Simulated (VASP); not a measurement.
# TaN: single point with PBEsol

Crystal: TaN.

```
Ta N
1.0
     2.93800    0.00000    0.00000
    -1.46900    2.54438    0.00000
     0.00000    0.00000    2.88300
Ta N
1 1
Cartesian
  0.0000 1.6296 1.3848
  0.0000 0.0000 0.0000
```

This cell differs from its parent crystal: all Ta atoms moved +0.087 Å, as atom 1 towards its neighbour atom 2 (N) at 2.226 Å.

* Program: VASP 6.6.1
* Task: single point
* Functional: PBEsol
* Potentials or basis: VASP PAW PBE potentials, release 64 (Ta_pv, N)
* Cutoff: 520 eV
* k mesh: 18 × 18 × 16
* Occupations: gaussian, width 0.15 eV
* Spin: no spin polarisation
* Dipole correction: no
* Further INCAR settings: ALGO = Normal; EDIFF = 1e-06; NBANDS = 15

| Quantity | Value |
| --- | --- |
| Pressure | -2.8 GPa |
| Largest force | 1.213 eV/Å |
| Band gap on the k mesh | zero (band 8 reaches 8.21 eV, above the bottom of band 9 at 7.99 eV) |

Forces in eV/Å, atoms in the order of the input:
```
Ta   0.000  0.907  0.805
N    0.000 -0.907 -0.805
```

Stress tensor (GPa, compression positive):
```
-4.24  0.00  0.00
 0.00 -1.78  1.48
 0.00  1.48 -2.25
```

Levels at points of the mesh, in eV from the Fermi level:
| k point | band 5 | band 6 | band 7 | band 8 | band 9 | band 10 | band 11 | band 12 |
| --- | --- | --- | --- | --- | --- | --- | --- | --- |
| (0.00, 0.00, 0.00) | -4.62 | -4.61 | -4.19 | -2.73 | 2.11 | 3.39 | 3.81 | 4.07 |
| (0.50, 0.00, 0.00) | -8.19 | -5.08 | -3.79 | -2.81 | 2.99 | 4.09 | 4.96 | 5.38 |
| (0.00, 0.50, 0.00) | -8.45 | -5.36 | -3.47 | -3.10 | 3.09 | 4.03 | 5.27 | 5.59 |
| (0.00, 0.00, 0.50) | -9.34 | -4.09 | -3.38 | -0.08 | -0.07 | 2.54 | 2.80 | 3.94 |
| (0.50, 0.00, 0.50) | -7.40 | -6.26 | -5.72 | -0.19 | 4.09 | 5.37 | 6.10 | 7.29 |
| (0.00, 0.50, 0.50) | -7.15 | -5.95 | -5.52 | -0.55 | 4.22 | 5.40 | 6.13 | 6.87 |

Run time: 15 min on 1 thread of AMD EPYC 7R13 (shared host), peak memory 0.5 GiB.

Caveat: the cell differs from its parent crystal (all Ta atoms moved +0.087 Å, as atom 1 towards its neighbour atom 2 (N) at 2.226 Å); the PAW data sets were made with another functional, which shifts forces and pressure a little; spin-orbit coupling is left out, which moves the levels of the heavy elements.
